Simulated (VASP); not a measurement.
# CaAl15N15 (a cell with a defect) in VASP: notebook, part 2 of 2

VASP 6.6.1. The steps go on from the part before.

### 3 Single point, PBE, collinear spin

Contents of INCAR:

```
SYSTEM = CaAl15N15
PREC = Accurate
ENCUT = 520
EDIFF = 1E-6
ISMEAR = 0
SIGMA = 0.01
LREAL = Auto
LASPH = .True.
NELM = 200
ALGO = Normal
ISIF = 2
LWAVE = .False.
LCHARG = .False.
ISPIN = 2
MAGMOM = 0.01 0 0 0 0.04 0 0 0 0.04 0 0 0 0 0 0 0.07 0 0 0 0.01 0.01 0 0.01 0.01 0.02 0 0.01 0.03 0 0 0
LORBIT = 11
NUPDOWN = 1.0
GGA = PE
NELECT = 131.0
NBANDS = 90
GGA_COMPAT = .False.
ISYM = -1
```

Contents of KPOINTS:

```
explicit points
1
Reciprocal
  0.25000000   0.25000000   0.25000000 1
```

Contents of POSCAR:

```
CaAl15N15
1.0
    6.2595139102      0.0000000601      0.0000000000
   -3.1297570100      5.4208980298      0.0000000000
    0.0000000000      0.0000000000     10.0348065900
Al Ca N
15 1 15
Direct
    0.3428415656      0.1567024437      0.2605454542
    0.3332856993      0.1677198313      0.7550366676
    0.1680270821      0.3315169382      1.0005749060
    0.3371061654      0.6668757929      0.2490853239
    0.1660881787      0.8394483947      0.4907952160
    0.3308841497      0.6679514978      0.7521388531
    0.1651688876      0.8319993257      1.0013832371
    0.8332773890      0.1628126190      0.2491074235
    0.6611057570      0.3339123686      0.4909895373
    0.8321824898      0.1693275661      0.7522046797
    0.6676042875      0.3342931691      1.0013530458
    0.8333266679      0.6656436250      0.2530293993
    0.6605003774      0.8396499006      0.4969670223
    0.8320553724      0.6691384974      0.7454373402
    0.6669470611      0.8323166249      0.9997746967
    0.1877604636      0.3127550354      0.4937800843
    0.1741790496      0.3266115724      0.1938753527
    0.3345801591      0.1650437702      0.9434367771
    0.1668608603      0.3331262303      0.7130964794
    0.3418836428      0.6989094261      0.4314354187
    0.1656224692      0.8256840921      0.1881010187
    0.3324843873      0.6697083817      0.9433938871
    0.1687637567      0.8375954726      0.6876332963
    0.8014462398      0.1581187173      0.4314452671
    0.6735713588      0.3332212945      0.1880433826
    0.8295380577      0.1664676055      0.9432522815
    0.6641581713      0.3329869797      0.6876578206
    0.8273553802      0.6722324453      0.4415407493
    0.6708797329      0.8290099026      0.1867378756
    0.8322231642      0.6674597488      0.9368572775
    0.6649586458      0.8350940605      0.6909079189
```

Potentials or basis: VASP PAW PBE potentials, release 64 (Al, Ca_sv, N).

Command:

```console
cat potpaw_PBE.64/Al/POTCAR potpaw_PBE.64/Ca_sv/POTCAR potpaw_PBE.64/N/POTCAR > POTCAR
mpirun -np 1 vasp_std > vasp.out
```

OUTCAR:

```text
SYSTEM = CaAl15N15
   PREC = Accurate
   ENCUT = 520
   EDIFF = 1E-6
   ISMEAR = 0
   LREAL = Auto
   LASPH = .True.
   NELM = 200
   ISIF = 2
   ISPIN = 2
   LORBIT = 11
   NUPDOWN = 1.0
   GGA = PE
   NELECT = 131.0
   ISYM = -1

 ion  position               nearest neighbor table
   1  0.343  0.157  0.261-  25 1.94  21 1.94  17 1.95   5 2.88  16 2.88   9 2.89   4 3.05   8 3.05
                            12 3.13  12 3.13   7 3.14  11 3.14   8 3.21   4 3.21   3 3.22
   2  0.333  0.168  0.755-  19 1.85  18 1.89  23 1.91  27 1.92   3 3.04  16 3.06  11 3.06   7 3.07
                            10 3.12   6 3.12  14 3.13  14 3.13   6 3.14  10 3.14   9 3.19   5 3.19
   3  0.168  0.332  0.001-  18 1.89  22 1.92  26 1.92  17 1.94   2 3.04   8 3.08   4 3.09  10 3.09
                             6 3.09   7 3.12  11 3.12  15 3.13  15 3.13  11 3.14   7 3.14   1 3.22
   4  0.337  0.667  0.249-  20 1.84  21 1.89  29 1.91  17 1.93  13 3.04   1 3.05   5 3.06  15 3.08
                             7 3.09   3 3.09   8 3.11  12 3.11  16 3.12  12 3.15   8 3.15   1 3.21
   5  0.166  0.839  0.491-  20 1.82  28 1.90  23 1.98   1 2.88  16 2.90  12 2.99   4 3.06  13 3.09
                             9 3.10  14 3.13   9 3.16  13 3.17   2 3.19   6 3.19
   6  0.331  0.668  0.752-  19 1.86  23 1.91  31 1.91  22 1.92   7 3.07  15 3.08   3 3.09   2 3.12
                            10 3.12  13 3.12  14 3.13  14 3.13  10 3.14   2 3.14   5 3.19  16 3.24
   7  0.165  0.832  0.001-  21 1.87  22 1.88  18 1.90  30 1.92   2 3.07   6 3.07   4 3.09  12 3.10
                            11 3.11   3 3.12  15 3.12  14 3.14  15 3.14   3 3.14   1 3.14  11 3.14
[... 387 lines left out ...]

 POSITION                                       TOTAL-FORCE (eV/Angst)
 -----------------------------------------------------------------------------------
      1.65558      0.84947      2.61452        -0.009939      0.000940      0.012881
      1.56128      0.90919      7.57665         0.022456     -0.013341      0.016921
      0.01420      1.79712      0.00577         0.005251     -0.002040     -0.018938
      0.02296      3.61507      2.49952        -0.006281     -0.015518     -0.010372
     -1.58764      4.55056      4.92504        -0.013205     -0.005786      0.004158
     -0.01935      3.62090      7.54757        -0.001956      0.013635      0.012193
[... 23 lines left out ...]
      3.12033      3.61823      9.40118        -0.000030      0.000351     -0.010744
      1.54868      4.52696      6.93313        -0.001113      0.000203     -0.011724
 -----------------------------------------------------------------------------------
    total drift:                               -0.003303      0.001599      0.001982

  FREE ENERGIE OF THE ION-ELECTRON SYSTEM (eV)
  ---------------------------------------------------
  free  energy   TOTEN  =      -215.4795476404 eV

  energy  without entropy=     -215.4795476404  energy(sigma->0) =     -215.47954764

 total charge

# of ion       s       p       d       tot
------------------------------------------
    1        0.389   0.399   0.000   0.788
    2        0.379   0.449   0.000   0.828
    3        0.372   0.419   0.000   0.791
    4        0.378   0.445   0.000   0.823
    5        0.394   0.433   0.000   0.827
    6        0.378   0.437   0.000   0.815
[... 23 lines left out ...]
   30        1.230   2.609   0.000   3.839
   31        1.230   2.607   0.000   3.838
--------------------------------------------------
tot         26.302  51.656   0.485  78.442

 magnetization (x)

# of ion       s       p       d       tot
------------------------------------------
    1       -0.002   0.005   0.000   0.003
    2       -0.000  -0.000   0.000  -0.000
    3       -0.000  -0.000   0.000  -0.000
    4       -0.000   0.000   0.000  -0.000
    5        0.039   0.039   0.000   0.079
    6        0.001   0.001   0.000   0.002
[... 23 lines left out ...]
   30        0.000   0.002   0.000   0.002
   31        0.000   0.001   0.000   0.002
--------------------------------------------------
tot          0.120   0.157   0.081   0.357
```

OSZICAR:

```text
N       E                     dE             d eps       ncg     rms          rms(c)
DAV:   1     0.673983476726E+03    0.67398E+03   -0.61307E+04   360   0.133E+03
DAV:   2    -0.182242304765E+03   -0.85623E+03   -0.82343E+03   452   0.292E+02
DAV:   3    -0.249791753277E+03   -0.67549E+02   -0.67079E+02   472   0.848E+01
DAV:   4    -0.251418789168E+03   -0.16270E+01   -0.16232E+01   544   0.126E+01
DAV:   5    -0.251459445716E+03   -0.40657E-01   -0.40647E-01   480   0.167E+00    0.336E+01
DAV:   6    -0.215538381507E+03    0.35921E+02   -0.15229E+02   432   0.346E+01    0.122E+01
DAV:   7    -0.215677321187E+03   -0.13894E+00   -0.64513E+00   432   0.836E+00    0.802E+00
DAV:   8    -0.215509004399E+03    0.16832E+00   -0.78330E-01   432   0.338E+00    0.218E+00
DAV:   9    -0.215473345366E+03    0.35659E-01   -0.11982E-01   448   0.174E+00    0.767E-01
DAV:  10    -0.215478248047E+03   -0.49027E-02   -0.85810E-02   424   0.910E-01    0.563E-01
DAV:  11    -0.215478496282E+03   -0.24823E-03   -0.37735E-03   432   0.244E-01    0.345E-01
DAV:  12    -0.215479687901E+03   -0.11916E-02   -0.61228E-03   432   0.271E-01    0.117E-01
DAV:  13    -0.215479534217E+03    0.15368E-03   -0.81118E-04   488   0.142E-01    0.563E-02
DAV:  14    -0.215479543939E+03   -0.97222E-05   -0.47800E-04   424   0.708E-02    0.193E-02
DAV:  15    -0.215479546689E+03   -0.27500E-05   -0.26880E-05   472   0.192E-02    0.812E-03
DAV:  16    -0.215479547640E+03   -0.95132E-06   -0.37439E-06   408   0.946E-03
   1 F= -.21547955E+03 E0= -.21547955E+03  d E =-.295740E-24  mag=     1.0000
```

Run time: 7.4 min. Hardware: 1 thread of AMD EPYC, shared host; peak memory 0.54 GiB.

What came out:

- Free energy: -215.4795 eV
- Largest force: 0.055 eV/Å
- Net moment: 1.00 μB per cell
- Site moments: Al +0.00, -0.00, +0.08 (each value once); Ca +0.10; N +0.00, -0.00, +0.01, +0.02 (each value once) μB
- Valence electrons inside the program's atomic spheres: Al 0.79, 0.83, 0.82, 0.81 (each value once); Ca 8.47; N 3.81, 3.86, 3.88, 3.85, 3.82, 3.84 (each value once)

Forces in eV/Å, atoms in the order of the input:
```
Al  -0.010  0.001  0.013
Al   0.022 -0.013  0.017
Al   0.005 -0.002 -0.019
Al  -0.006 -0.016 -0.010
Al  -0.013 -0.006  0.004
Al  -0.002  0.014  0.012
Al   0.003 -0.001  0.015
Al   0.011  0.012 -0.009
Al   0.000  0.016  0.011
Al  -0.012 -0.004  0.012
Al   0.002  0.000  0.014
Al  -0.006  0.004 -0.009
Al   0.009 -0.005  0.006
Al  -0.004  0.003  0.010
Al   0.005 -0.001  0.005
Ca   0.044 -0.026 -0.021
N   -0.009  0.006 -0.008
N   -0.006  0.003 -0.008
N   -0.011  0.006  0.032
N    0.005  0.023 -0.006
N    0.002 -0.007 -0.008
N   -0.001  0.003 -0.007
N    0.000  0.008 -0.008
N   -0.019 -0.015 -0.007
N    0.004  0.001 -0.005
N   -0.003 -0.001 -0.007
N   -0.004 -0.003 -0.008
N   -0.008  0.001  0.007
N    0.002 -0.001  0.001
N    0.000  0.000 -0.011
N   -0.001  0.000 -0.012
```

Caveat: the cell carries a net charge on a neutralising background, which shifts energy and pressure; the total moment is fixed, so each spin has its own Fermi level and the state may be an excited one.

### 4 Single point, PBE, collinear spin

Contents of INCAR:

```
SYSTEM = CaAl15N15
PREC     = Accurate       ! precision mode
ENCUT    = 520            ! plane-wave cutoff, eV
EDIFF    = 1E-6           ! SCF threshold, eV
ISMEAR   = 0              ! smearing method
SIGMA    = 0.01           ! smearing width, eV
LREAL    = Auto         
LASPH    = .TRUE.         ! aspherical terms in the spheres
NELM     = 200            ! most SCF steps
ALGO     = Normal         ! electronic algorithm
ISIF     = 2              ! what is computed and relaxed
LWAVE    = .FALSE.        ! write WAVECAR
LCHARG   = .FALSE.        ! write CHGCAR
ISPIN    = 2              ! spin polarisation
MAGMOM   = 0.01 0 0 0 0.01 0 0 0 0.01 0 0 0 0 0 0 0.05 0.01 0 0 0.04 0.02 0 0.02 0.04 0.02 0 0.02 0.07 0 0 0 ! initial moments
LORBIT   = 11             ! projections on sites
NUPDOWN  = 1.0            ! fixed moment
GGA      = PE             ! functional
NELECT   = 129.0        
NBANDS   = 90             ! bands
GGA_COMPAT= .FALSE.      
ISYM     = -1
```

KPOINTS is that of step 3.

Contents of POSCAR:

```
CaAl15N15
1.0
    6.2595139102      0.0000000601      0.0000000000
   -3.1297570100      5.4208980298      0.0000000000
    0.0000000000      0.0000000000     10.0348065900
Al Ca N
15 1 15
Direct
    0.3355112580      0.1646023710      0.2096852401
    0.3316409173      0.1688164428      0.7596072850
    0.1620618682      0.3377598828      0.9963530019
    0.3360618364      0.6729040844      0.2482911138
    0.1557695669      0.7961404823      0.5064709136
    0.3324181740      0.6663819395      0.7540264250
    0.1590776433      0.8272428831      0.9984073655
    0.8272279201      0.1640891252      0.2482038381
    0.7045090195      0.3448442775      0.5066486356
    0.8336432635      0.1677099626      0.7541350375
    0.6726875008      0.3408924783      0.9984554268
    0.8304538360      0.6696044667      0.2511243449
    0.6602886958      0.8390242225      0.5021918285
    0.8287150931      0.6720366918      0.7505127046
    0.6644272278      0.8352805222      1.0009097235
    0.1992706014      0.2990304490      0.4895879049
    0.1668400757      0.3340540158      0.1926850600
    0.3320251810      0.1678312473      0.9504448322
    0.1671822080      0.3328270213      0.7086673900
    0.3434964918      0.6895441362      0.4327259617
    0.1600959803      0.8264094844      0.1888913224
    0.3313047967      0.6724620394      0.9431316479
    0.1670570505      0.8376322249      0.6911836213
    0.8091022537      0.1556823642      0.4326082495
    0.6736175640      0.3398700092      0.1888763841
    0.8270905557      0.1682411970      0.9431922434
    0.6632211070      0.3339234579      0.6912263461
    0.8304359546      0.6697461420      0.4427928400
    0.6677006401      0.8324010044      0.1885850807
    0.8292908272      0.6706590133      0.9384951758
    0.6644415613      0.8356896910      0.6915007458
```

Command:

```console
cat potpaw_PBE.64/Al/POTCAR potpaw_PBE.64/Ca_sv/POTCAR potpaw_PBE.64/N/POTCAR > POTCAR
mpirun -np 1 vasp_std > vasp.out
```

Wall time 10 min (1 thread of AMD EPYC, shared host); peak memory 0.55 GiB.

The run converged. Its results:

| Item | Value |
| --- | --- |
| Free energy | -231.5914 eV |
| Largest force | 0.070 eV/Å |
| Net moment | 1.00 μB per cell |
| Site moments | Al +0.02, +0.00, -0.00, +0.03 (each value once); Ca +0.07; N +0.01, -0.00, +0.00, +0.03, +0.02, +0.06 (each value once) μB |
| Valence electrons inside the program's atomic spheres | Al 0.82, 0.80, 0.79, 0.81 (each value once); Ca 8.36; N 3.82, 3.83, 3.86, 3.85, 3.81, 3.84 (each value once) |

Forces in eV/Å, atoms in the order of the input:
```
Al   0.003 -0.001 -0.007
Al   0.001 -0.002  0.005
Al   0.002 -0.001  0.000
Al   0.003  0.000 -0.005
Al  -0.002 -0.001  0.005
Al  -0.004  0.005  0.008
Al  -0.003  0.003 -0.001
Al   0.001 -0.003 -0.005
Al   0.001  0.002  0.004
Al  -0.006  0.000  0.007
Al  -0.004  0.002 -0.001
Al   0.002 -0.002  0.004
Al   0.002 -0.001  0.003
Al   0.000  0.000  0.005
Al   0.001  0.001  0.001
Ca   0.058 -0.033 -0.022
N   -0.004  0.002 -0.004
N    0.003 -0.002 -0.007
N   -0.009  0.006  0.043
N   -0.003  0.047 -0.017
N   -0.002 -0.002  0.000
N    0.002  0.002 -0.004
N    0.003 -0.002  0.008
N   -0.042 -0.021 -0.017
N    0.001  0.003  0.000
N   -0.001 -0.003 -0.004
N    0.003 -0.001  0.008
N   -0.004  0.002 -0.003
N   -0.001  0.001  0.000
N    0.001 -0.001 -0.003
N    0.000  0.000 -0.002
```

Caveat: the cell carries a net charge on a neutralising background, which shifts energy and pressure; the total moment is fixed, so each spin has its own Fermi level and the state may be an excited one.
